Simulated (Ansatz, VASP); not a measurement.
# One calculation of Sn, two programs

```xyz
1
Lattice="3.2675 0.0000 0.0000 -1.6338 2.8298 0.0000 0.0000 0.0000 3.0815" Properties=species:S:1:pos:R:3 pbc="T T T"
Sn    0.0000    0.0000    0.0000
```

Change from the starting cell: volume scaled by 1, PAW files.

Alike in both runs: task single point; functional PBE; k mesh 13 × 13 × 12; occupations fermi-dirac, width 0.05 eV; no spin polarisation.

|  | VASP | Ansatz |
| --- | --- | --- |
| version | VASP 6.6.1 | Ansatz 0.2.0 |
| potentials or method | VASP PAW PBE potentials, release 64 (Sn_d) | PAW with Ansatz's default frozen-core files, scalar-relativistic |
| plane-wave cutoff (eV) | 520 | 420 |
| valence electrons in the cell | 14 | 14 |

|  | VASP | Ansatz | Ansatz less VASP |
| --- | --- | --- | --- |
| pressure (GPa) | -0.1 | 0.0 | +0.05 |
